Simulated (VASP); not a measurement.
CdTe, 2 atoms in the cell. Symmetry: I-4m2, No. 119, tetragonal system. The conventional cell has a = 4.639 Å, b = 4.639 Å, c = 6.298 Å, α = 90.00°, β = 90.00°, γ = 90.00°. Within 3.7 Å of Cd (site symmetry -4m2) lie 4 Te at 2.80 Å. Te (site symmetry -4m2) has 4 Cd at 2.80 Å within 3.7 Å.  This cell differs from its parent crystal: uniaxial z strain -4.0%.

| Property | Result |
| --- | --- |
| Program | VASP 6.6.1 |
| Task | single point |
| Functional | PBE |
| Potentials or basis | VASP PAW PBE potentials, release 64 (Cd, Te) |
| Cutoff | 520 eV |
| k mesh | 6 × 6 × 6 |
| Occupations | fermi-dirac, width 0.02 eV |
| Spin | no spin polarisation |
| Dipole correction | no |
| Further INCAR settings | ALGO = Normal; EDIFF = 1e-06; NBANDS = 16 |

Potentials or basis: VASP PAW PBE potentials, release 64 (Cd, Te).

Launch:

```console
$ cat potpaw_PBE.64/Cd/POTCAR potpaw_PBE.64/Te/POTCAR > POTCAR
$ mpirun -np 1 vasp_std > vasp.out
```

Hardware: 1 thread of Intel(R) Xeon(R) Platinum 8559C (Emerald Rapids), with other jobs on the host.

Q: Estimate the wall time of this run.

A: Wall time 22 s on 1 thread of Intel(R) Xeon(R) Platinum 8559C (Emerald Rapids), with other jobs on the host, peak memory 0.21 GiB. Counts: scf iterations 12, k points 30.
